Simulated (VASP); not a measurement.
# LiH (I4/mmm) in VASP: further runs

The runs below take LiH through single point, with LDA.

Everything below comes from runs of VASP 6.6.1. Logs are shortened: lines on timing, memory, paths and dates and some standing lists are left out, and cuts for length are marked.

**1. The cell of the first run**

It takes space group I4/mmm (No. 139, tetragonal). The conventional cell has a = 2.874 Å, b = 2.874 Å, c = 3.902 Å, α = 90.00°, β = 90.00°, γ = 90.00°. Li (site symmetry 4/mmm) has 6 H at 1.95 to 2.03 Å within 2.6 Å. H (site symmetry 4/mmm) has 6 Li at 1.95 to 2.03 Å within 2.6 Å.

**2. Single point, LDA (strain -0.0400 x Voigt [0, 1, 0, 0, 0, 0])**

File INCAR:

```
PREC     = Accurate       # precision mode
ENCUT    = 520            # plane-wave cutoff, eV
EDIFF    = 1E-7           # SCF threshold, eV
ISMEAR   = 0              # smearing method
SIGMA    = 0.05           # smearing width, eV
LREAL    = False          # projectors in reciprocal space
LASPH    = True           # aspherical terms in the spheres
NELM     = 60             # most SCF steps
ALGO     = Normal         # electronic algorithm
ISIF     = 2              # what is computed and relaxed
LWAVE    = False          # write WAVECAR
LCHARG   = False          # write CHGCAR
NBANDS   = 9              # bands
```

File KPOINTS:

```
Automatic mesh
0
Gamma
  10 10 10
```

File POSCAR:

```
LiH
1.0
    0.0000000000      1.9512000000      2.0325000000
    2.0325000000      0.0000000000      2.0325000000
    2.0325000000      1.9512000000      0.0000000000
Li H
1 1
Direct
    0.0000000000      0.0000000000      0.0000000000
    0.5000000000      0.5000000000      0.5000000000
```

Potentials or basis: VASP PAW LDA potentials, release 64 (Li_sv, H).

Launch:

```bash
$ cat potpaw_LDA.64/Li_sv/POTCAR potpaw_LDA.64/H/POTCAR > POTCAR
$ mpirun -np 1 vasp_std > vasp.out
```

OUTCAR:

```text
PREC = Accurate
   ENCUT = 520
   EDIFF = 1E-7
   ISMEAR = 0
   LREAL = False
   LASPH = True
   NELM = 60
   ISIF = 2

 ion  position               nearest neighbor table
   1  0.000  0.000  0.000-
   2  0.500  0.500  0.500-

  LATTYP: Found a body centered tetragonal cell.
 ALAT       =     2.8743890655
 C/A-ratio  =     1.3576450199

  Lattice vectors:

 A1 = (   0.0000000000,  -1.9512000000,   2.0325000000)
 A2 = (   0.0000000000,  -1.9512000000,  -2.0325000000)
 A3 = (   2.0325000000,   1.9512000000,   0.0000000000)

Analysis of symmetry for initial positions (statically):
=====================================================================
 Subroutine PRICEL returns:
 Original cell was already a primitive cell.

 Routine SETGRP: Setting up the symmetry group for a
 body centered tetragonal supercell.

 Subroutine GETGRP returns: Found 16 space group operations
 (whereof 16 operations were pure point group operations)
 out of a pool of 16 trial point group operations.

The static configuration has the point symmetry D_4h.

Analysis of symmetry for dynamics (positions and initial velocities):
=====================================================================
 Subroutine PRICEL returns:
 Original cell was already a primitive cell.

 Routine SETGRP: Setting up the symmetry group for a
 body centered tetragonal supercell.

 Subroutine GETGRP returns: Found 16 space group operations
 (whereof 16 operations were pure point group operations)
 out of a pool of 16 trial point group operations.

The dynamic configuration has the point symmetry D_4h.

 Subroutine INISYM returns: Found 16 space group operations
 (whereof 16 operations are pure point group operations),
 and found     1 'primitive' translations

----------------------------------------------------------------------------------------

                                     Primitive cell

  volume of cell :      16.1210

  direct lattice vectors                    reciprocal lattice vectors
     0.000000000  1.951200000  2.032500000    -0.246002460  0.256252563  0.246002460
     2.032500000  0.000000000  2.032500000     0.246002460 -0.256252563  0.246002460
     2.032500000  1.951200000  0.000000000     0.246002460  0.256252563 -0.246002460

  length of vectors
     2.817487833  2.874389066  2.817487833     0.432087718  0.432087718  0.432087718

  position of ions in fractional coordinates (direct lattice)
     0.000000000  0.000000000  0.000000000
     0.500000000  0.500000000  0.500000000

  ion indices of the primitive-cell ions
[... 81 lines left out ...]
   ISIF   =      2    stress and relaxation
   ISYM   =      2    0-nonsym 1-usesym 2-fastsym
   POTIM  = 0.5000    time-step for ionic-motion
   TEBEG  =    0.0;   TEEND  =   0.0 temperature during run
   PSTRESS=    0.0 pullay stress
   NELECT =       4.0000    total number of electrons
   NUPDOWN=      -1.0000    fix difference up-down
   EMIN   =  10.00;   EMAX   =-10.00  energy-range for DOS
   EFERMI =   0.00;   METHOD = LEGACY
   ISMEAR =     0;   SIGMA  =   0.05  broadening in eV -4-tet -1-fermi 0-gaus
   EFERMI_NEDOS =   21; number of points for ismear=-14 and -15
   IALGO  =     38    algorithm
   IMIX   =      4    mixing-type and parameters
     AMIX     =   0.40;   BMIX     =  1.00
     AMIX_MAG =   1.60;   BMIX_MAG =  1.00
  volume/ion in A,a.u.               =       8.06        54.40
  Fermi-wavevector in a.u.,A,eV,Ry     =   1.028720  1.943999 14.398568  1.058265
  Thomas-Fermi vector in A             =   2.162731
   LORBIT       =      0    0 simple, 1 ext, 2 COOP (PROOUT), +10 PAW based schemes
   GGA     = CA    functional components
   LHFCALC =     F    Hartree Fock is set to
   AEXX    =    0.0000 exact exchange contribution
   IVDW    =     0    specifies the selected vdW correction
   LEPSILON=     F    determine dielectric tensor
   LRPA    =     F    only Hartree local field effects (RPA)
 non-spin polarized calculation
 Gauss-broadening in eV      SIGMA  =   0.05
  energy-cutoff  :      520.00
  volume of cell :       16.12
 maximum number of plane-waves:       446
 NGX is ok and might be reduce to    24
   NGX = 11   NGY = 11   NGZ = 11

 number of electron       3.9999995 magnetization

 Free energy of the ion-electron system (eV)
  ---------------------------------------------------
  ext. energy  EPLUGINS =         0.00000000
  ---------------------------------------------------
  free energy    TOTEN  =        -6.48184955 eV

  energy without entropy =       -6.48184955  energy(sigma->0) =       -6.48184955

 E-fermi :   0.6232     XC(G=0):  -8.8012

 val. band max:        0.4082509382   @ k =   0.5000   0.0000   0.5000
 cond. band min:       2.6292259224   @ k =   0.5000   0.5000   0.0000
 fundamental gap:      2.2209749841
 Fermi energy:         0.6231923254

 k-point     1 :       0.0000    0.0000    0.0000
  band No.  band energies     occupation
      1     -43.2669      2.00000
      2      -5.3506      2.00000
      3      16.2695      0.00000
      4      17.3690      0.00000
      5      17.7194      0.00000
      6      17.7194      0.00000
      7      22.3677      0.00000
      8      22.3677      0.00000
      9      22.5996      0.00000
[... 265 lines left out ...]
 k-point    24 :       0.4000    0.3000    0.0000
  band No.  band energies     occupation
      1     -43.2135      2.00000
      2      -2.2877      2.00000
      3       6.4432      0.00000
      4      10.4213      0.00000
      5      11.7801      0.00000
      6      16.2796      0.00000
      7      17.5320      0.00000
      8      28.9428      0.00000
      9      30.3424      0.00000

 [... further k-points ...]

------------------------ aborting loop because EDIFF is reached ----------------------------------------

  FORCE on cell =-STRESS in cart. coord.  units (eV):
  Direction    XX          YY          ZZ          XY          YZ          ZX
  --------------------------------------------------------------------------------------
  -------------------------------------------------------------------------------------
  Total       -0.3843845     -0.0869922     -0.3843845      0.0000000      0.0000000      0.0000000
  in kB      -38.2017718     -8.6456558    -38.2017718      0.0000000      0.0000000      0.0000000
  external PRESSURE =     -28.3497331 kB  Pullay stress =       0.0000000 kB

 VOLUME and BASIS-vectors are now :
 -----------------------------------------------------------------------------
  energy-cutoff  :      520.00
  volume of cell :       16.12
      direct lattice vectors                 reciprocal lattice vectors
     0.000000000  1.951200000  2.032500000    -0.246002460  0.256252563  0.246002460
     2.032500000  0.000000000  2.032500000     0.246002460 -0.256252563  0.246002460
     2.032500000  1.951200000  0.000000000     0.246002460  0.256252563 -0.246002460

 POSITION                                       TOTAL-FORCE (eV/Angst)
 -----------------------------------------------------------------------------------
      0.00000      0.00000      0.00000        -0.000000     -0.000000      0.000000
      2.03250      1.95120      2.03250         0.000000      0.000000      0.000000
 -----------------------------------------------------------------------------------
    total drift:                                0.000000     -0.000000     -0.000000

  FREE ENERGIE OF THE ION-ELECTRON SYSTEM (eV)
  ---------------------------------------------------
  free  energy   TOTEN  =        -6.4818495503 eV

  energy  without entropy=       -6.4818495503  energy(sigma->0) =       -6.48184955
```

OSZICAR:

```text
N       E                     dE             d eps       ncg     rms          rms(c)
DAV:   1    -0.190522115496E+01   -0.19052E+01   -0.13961E+03  1852   0.404E+02
DAV:   2    -0.666518950666E+01   -0.47600E+01   -0.47314E+01  2646   0.552E+01
DAV:   3    -0.673667670107E+01   -0.71487E-01   -0.71460E-01  2249   0.555E+00
DAV:   4    -0.673700122593E+01   -0.32452E-03   -0.32446E-03  2562   0.333E-01
DAV:   5    -0.673700218075E+01   -0.95482E-06   -0.95482E-06  2194   0.148E-02    0.280E+00
DAV:   6    -0.654502233901E+01    0.19198E+00   -0.17006E-01  2070   0.118E+00    0.138E+00
DAV:   7    -0.648112676864E+01    0.63896E-01   -0.19796E-01  2240   0.141E+00    0.201E-01
DAV:   8    -0.648190555009E+01   -0.77878E-03   -0.37437E-03  2043   0.418E-01    0.440E-02
DAV:   9    -0.648184935400E+01    0.56196E-04   -0.19151E-04  2367   0.518E-02    0.541E-03
DAV:  10    -0.648184948738E+01   -0.13338E-06   -0.51160E-06  2143   0.168E-02    0.343E-03
DAV:  11    -0.648184955029E+01   -0.62906E-07   -0.10392E-07  2424   0.155E-03
   1 F= -.64818496E+01 E0= -.64818496E+01  d E =-.265869E-12
```

stdout:

```text
POSCAR found type information on POSCAR LiH
 POSCAR found :  2 types and       2 ions
 scaLAPACK will be used
 LDA part: xc-table for (Slater(with rela. corr.)+CA(PZ))
 , standard interpolation
 POSCAR, INCAR and KPOINTS ok, starting setup
 FFT: planning ... GRIDC
 FFT: planning ... GRID_SOFT
 FFT: planning ... GRID
 WAVECAR not read
 entering main loop
```

Wall time 30 s (1 thread of AMD EPYC 7R13, shared host); peak memory 0.1 GiB.

Results:

| Item | Value |
| --- | --- |
| Free energy | -6.4818 eV |
| Band gap on the k mesh | 2.22 eV, indirect (least direct gap 2.53 eV) |

Caveat: the cell differs from its parent crystal (strain -0.0400 x Voigt [0, 1, 0, 0, 0, 0]); the cutoff is under 1.25 times the usual one of these potentials, so pressure, stress and relaxed cells hold a basis-set (Pulay) error.

(Continued in part 2 of 2.)
